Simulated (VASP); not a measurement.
A run of VASP 6.6.1:

INCAR

```
SYSTEM = LuMnIn
PREC = Accurate ; ENCUT = 520
EDIFF = 1E-6 ; ISMEAR = -1
SIGMA = 0.15 ; LREAL = .False.
LASPH = .True. ; NELM = 150
ALGO = Normal ; ISIF = 2
LWAVE = .False. ; LCHARG = .False.
ISPIN = 2 ; MAGMOM = 0 2.8 0
LORBIT = 11 ; LMAXMIX = 4
GGA = PE ; NBANDS = 36
```

Contents of KPOINTS:

```
Automatic mesh
0
Gamma
  7 7 9
  0 0 0
```

POSCAR

```
LuMnIn
1.0
    4.6940773528      0.0000000000      0.0000000000
   -2.3470386764      4.0651899509      0.0000000000
    0.0000000000      0.0000000000      3.3702394377
Lu Mn In
1 1 1
Direct
    0.0000000000      0.0000000000      0.0000000000
    0.3333333333      0.6666666667      0.5000000000
    0.6666666667      0.3333333333      0.5000000000
```

Potentials or basis: VASP PAW PBE potentials, release 64 (Lu, Mn_pv, In_d).

Launch:

```console
$ cat potpaw_PBE.64/Lu/POTCAR potpaw_PBE.64/Mn_pv/POTCAR potpaw_PBE.64/In_d/POTCAR > POTCAR
$ mpirun -np 1 vasp_std > vasp.out
```

Hardware: 1 thread of Intel(R) Xeon(R) 6975P-C (Granite Rapids) (shared host).

Question: How long does it take, and how much memory?

Answer: Run time: 78 s on 1 thread of Intel(R) Xeon(R) 6975P-C (Granite Rapids) (shared host), peak memory 0.32 GiB. Counts: scf iterations 16, k points 40.
